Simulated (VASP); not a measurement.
# O (P-1) in VASP: single point with PBE

Aim: the single point of O with PBE.

All numbers are computed with VASP 6.6.1; they aren't measurements. Logs are shortened: lines on timing, memory, paths and dates and some standing lists are left out, and cuts for length are marked.

### Step 1. The cell of the first run

The typed cell holds 2 atoms: a = 3.367 Å, b = 3.508 Å, c = 3.402 Å, α = 109.11°, β = 106.67°, γ = 113.23°.

### Step 2. Single point, PBE, collinear spin, ferromagnetic start

Contents of INCAR:

```
ALGO = Normal
EDIFF = 1E-6
ENCUT = 600
GGA = PE
GGA_COMPAT = F
ISIF = 2
ISMEAR = -1
ISPIN = 2
LASPH = T
LCHARG = T
LELF = T
LORBIT = 11
LREAL = F
LVHAR = T
LWAVE = F
MAGMOM = 2 2
NBANDS = 17
NELM = 200
PREC = Accurate
SIGMA = 0.15
```

Contents of KPOINTS:

```
Automatic mesh
0
Gamma
  2 2 2
  0.5 0.5 0.5
```

Contents of POSCAR:

```
O
1.0
   -1.9918510000      2.0051750000      1.8302760000
    2.0494560000     -2.0706520000      1.9533580000
    1.9578190000      2.0366200000     -1.8957530000
O
2
Direct
    0.5006680000      0.2871050000      0.6601740000
    0.7421110000      0.5808650000      0.5714300000
```

Potentials or basis: VASP PAW PBE potentials, release 64 (O).

Run with:

```
$ cat potpaw_PBE.64/O/POTCAR > POTCAR
$ mpirun -np 1 vasp_std > vasp.out
```

OUTCAR:

```text
EDIFF = 1E-6
   ENCUT = 600
   GGA = PE
   ISIF = 2
   ISMEAR = -1
   ISPIN = 2
   LASPH = T
   LORBIT = 11
   LREAL = F
   NELM = 200
   PREC = Accurate

 ion  position               nearest neighbor table
   1  0.501  0.287  0.660-   2 1.22
   2  0.742  0.581  0.571-   1 1.22

  LATTYP: Found a triclinic cell.
 ALAT       =     3.7846389286
 B/A-ratio  =     2.6109265985
 C/A-ratio  =     1.7407359183
 COS(alpha) =     0.0086180395
 COS(beta)  =     0.2653362259
 COS(gamma) =     0.9583610815

  Lattice vectors:

 A1 = (  -0.0576050000,   0.0654770000,  -3.7836340000)
 A2 = (   1.8426090000,   2.1675740000,  -9.4630210000)
 A3 = (  -1.9813920000,  -6.0129380000,  -1.8224040000)

Analysis of symmetry for initial positions (statically):
=====================================================================
 Subroutine PRICEL returns:
 Original cell was already a primitive cell.

 Routine SETGRP: Setting up the symmetry group for a
 triclinic supercell.

 Subroutine GETGRP returns: Found  2 space group operations
 (whereof  1 operations were pure point group operations)
 out of a pool of  2 trial point group operations.

The static configuration has the point symmetry C_1 .
 The point group associated with its full space group is S_2 .

Analysis of symmetry for dynamics (positions and initial velocities):
=====================================================================
 Subroutine PRICEL returns:
 Original cell was already a primitive cell.

 Routine SETGRP: Setting up the symmetry group for a
 triclinic supercell.

 Subroutine GETGRP returns: Found  2 space group operations
 (whereof  1 operations were pure point group operations)
 out of a pool of  2 trial point group operations.

The dynamic configuration has the point symmetry C_1 .
 The point group associated with its full space group is S_2 .

Analysis of structural, dynamic, and magnetic symmetry:
=====================================================================
 Subroutine PRICEL returns:
 Original cell was already a primitive cell.

 Routine SETGRP: Setting up the symmetry group for a
 triclinic supercell.

[... 100 lines left out ...]
   EFERMI_NEDOS =   21; number of points for ismear=-14 and -15
   IALGO  =     38    algorithm
   IMIX   =      4    mixing-type and parameters
     AMIX     =   0.40;   BMIX     =  1.00
     AMIX_MAG =   1.60;   BMIX_MAG =  1.00
  volume/ion in A,a.u.               =      15.31       103.33
  Fermi-wavevector in a.u.,A,eV,Ry     =   1.197981  2.263855 19.526502  1.435157
  Thomas-Fermi vector in A             =   2.333881
   LORBIT       =     11    0 simple, 1 ext, 2 COOP (PROOUT), +10 PAW based schemes
   GGA     = PE    functional components
   LHFCALC =     F    Hartree Fock is set to
   AEXX    =    0.0000 exact exchange contribution
   IVDW    =     0    specifies the selected vdW correction
   LEPSILON=     F    determine dielectric tensor
   LRPA    =     F    only Hartree local field effects (RPA)
 spin polarized calculation
  energy-cutoff  :      600.00
  volume of cell :       30.62
 maximum number of plane-waves:      1026
 NGX is ok and might be reduce to    28
   NGX = 13   NGY = 13   NGZ = 13

 number of electron      12.0000003 magnetization       1.9976214

 Free energy of the ion-electron system (eV)
  ---------------------------------------------------
  ext. energy  EPLUGINS =         0.00000000
  ---------------------------------------------------
  free energy    TOTEN  =        -9.75599030 eV

  energy without entropy =       -9.75318111  energy(sigma->0) =       -9.75458571

 E-fermi :  -0.9377     XC(G=0):  -7.8483

 val. band max:       -1.9167158752   @ k =   0.2500  -0.2500   0.2500
 cond. band min:      -0.0055416364   @ k =   0.2500   0.2500   0.2500
 fundamental gap:      1.9111742388
 Fermi energy:        -0.9377221006

 spin component 1

 k-point     1 :       0.2500    0.2500    0.2500
  band No.  band energies     occupation
      1     -27.9098      1.00000
      2     -16.1119      1.00000
      3      -8.7991      1.00000
      4      -8.6871      1.00000
      5      -7.9198      1.00000
      6      -2.2907      0.99988
[... 56 lines left out ...]
      3      -8.6142      1.00000
      4      -8.5144      1.00000
      5      -8.0080      1.00000
      6      -2.2091      0.99979
[... 9 lines left out ...]
     16      24.3967      0.00000
     17      27.1354      0.00000
 Fermi energy:        -0.9377221006

 spin component 2

 k-point     1 :       0.2500    0.2500    0.2500
  band No.  band energies     occupation
      1     -26.6862      1.00000
      2     -14.3629      1.00000
      3      -7.3171      1.00000
      4      -6.8431      1.00000
      5      -6.5798      1.00000
      6      -0.0055      0.00200
[... 57 lines left out ...]
      4      -6.6181      1.00000
      5      -6.5978      1.00000
      6       0.1094      0.00093
[... 9 lines left out ...]
     16      25.0412      0.00000
     17      27.5863      0.00000

------------------------ aborting loop because EDIFF is reached ----------------------------------------

  FORCE on cell =-STRESS in cart. coord.  units (eV):
  Direction    XX          YY          ZZ          XY          YZ          ZX
  --------------------------------------------------------------------------------------
  -------------------------------------------------------------------------------------
  Total        0.5540344      0.5334243      1.7051535      0.1486453     -0.3595960     -0.0841413
  in kB       28.9861735     27.9078868     89.2108392      7.7768781    -18.8134729     -4.4021349
  external PRESSURE =      48.7016332 kB  Pullay stress =       0.0000000 kB

 VOLUME and BASIS-vectors are now :
 -----------------------------------------------------------------------------
  energy-cutoff  :      600.00
  volume of cell :       30.62
      direct lattice vectors                 reciprocal lattice vectors
    -1.991851000  2.005175000  1.830276000    -0.001724265  0.251752902  0.268679093
     2.049456000 -2.070652000  1.953358000     0.245852536  0.006292803  0.260662025
     1.957819000  2.036620000 -1.895753000     0.251658384  0.249541682  0.000486955

 POSITION                                       TOTAL-FORCE (eV/Angst)
 -----------------------------------------------------------------------------------
      0.88365      1.75396      0.22565        -0.034533      0.088755     -0.506555
      0.83104      1.44908      1.40962         0.034533     -0.088755      0.506555
 -----------------------------------------------------------------------------------
    total drift:                               -0.000003     -0.000002     -0.000004

  FREE ENERGIE OF THE ION-ELECTRON SYSTEM (eV)
  ---------------------------------------------------
  free  energy   TOTEN  =        -9.7559902988 eV

  energy  without entropy=       -9.7531811144  energy(sigma->0) =       -9.75458571

 total charge

# of ion       s       p       d       tot
------------------------------------------
    1        1.610   3.298   0.000   4.909
    2        1.610   3.298   0.000   4.909
--------------------------------------------------
tot          3.221   6.597   0.000   9.817

 magnetization (x)

# of ion       s       p       d       tot
------------------------------------------
    1        0.011   0.806   0.000   0.818
    2        0.011   0.806   0.000   0.818
--------------------------------------------------
tot          0.022   1.613   0.000   1.635
```

OSZICAR:

```text
N       E                     dE             d eps       ncg     rms          rms(c)
DAV:   1     0.571918037798E+02    0.57192E+02   -0.68995E+03   272   0.704E+02
DAV:   2    -0.686119063831E+01   -0.64053E+02   -0.59818E+02   345   0.179E+02
DAV:   3    -0.892474148059E+01   -0.20636E+01   -0.20593E+01   314   0.296E+01
DAV:   4    -0.893363656297E+01   -0.88951E-02   -0.88948E-02   360   0.211E+00
DAV:   5    -0.893369124897E+01   -0.54686E-04   -0.54686E-04   293   0.141E-01    0.104E+01
DAV:   6    -0.958385364459E+01   -0.65016E+00   -0.90150E-01   294   0.722E+00    0.421E+00
DAV:   7    -0.975985432346E+01   -0.17600E+00   -0.16902E-01   275   0.332E+00    0.166E+00
DAV:   8    -0.975297023706E+01    0.68841E-02   -0.49415E-02   310   0.168E+00    0.529E-01
DAV:   9    -0.975555038443E+01   -0.25801E-02   -0.61894E-03   276   0.630E-01    0.228E-01
DAV:  10    -0.975588157564E+01   -0.33119E-03   -0.39260E-04   319   0.174E-01    0.587E-02
DAV:  11    -0.975595616230E+01   -0.74587E-04   -0.14717E-04   277   0.953E-02    0.304E-02
DAV:  12    -0.975598834150E+01   -0.32179E-04   -0.22894E-05   297   0.403E-02    0.726E-03
DAV:  13    -0.975598966894E+01   -0.13274E-05   -0.11676E-06   326   0.865E-03    0.298E-03
DAV:  14    -0.975599029878E+01   -0.62984E-06   -0.53698E-07   282   0.597E-03
   1 F= -.97559903E+01 E0= -.97545857E+01  d E =-.280918E-02  mag=     1.9977
```

It took 8.8 s on 1 thread of Intel Xeon 8259CL, shared host; peak memory 0.16 GiB.

Results:

```yaml
Free_energy: -9.7560 eV
Pressure: 4.9 GPa
Largest_force: 0.515 eV/Å
Band_gap_on_the_k_mesh: 1.91 eV (least direct gap 2.12 eV)
Net_moment: 2.00 μB per cell
Site_moments: O +0.82 μB
Valence_electrons_inside_the_program's_atomic_spheres: O 4.91
```

Forces on the atoms (eV/Å):
```
O   -0.035  0.089 -0.507
O    0.035 -0.089  0.507
```

Levels at points of the mesh, in eV from the valence-band top:
Spin up:
| k point | band 5 | band 6 | band 7 | band 8 | band 9 | band 10 |
| --- | --- | --- | --- | --- | --- | --- |
| (0.25, 0.25, 0.25) | -6.00 | -0.37 | -0.21 | 8.81 | 12.20 | 12.59 |
Spin down:
```
           k point  band 1  band 2  band 3  band 4  band 5  band 6  band 7  band 8  band 9  band 10
(0.25, 0.25, 0.25)  -24.77  -12.45   -5.40   -4.93   -4.66    1.91    2.12    9.84   12.83    13.37
```

Caveat: the k points lie up to 1.16 Å⁻¹ apart; the standard files for N, O and F lose accuracy on very short bonds; this functional lacks dispersion, which holds the molecules together, so the pressure and a relaxed volume are unreliable; a shifted mesh leaves out Γ, where band edges can lie.
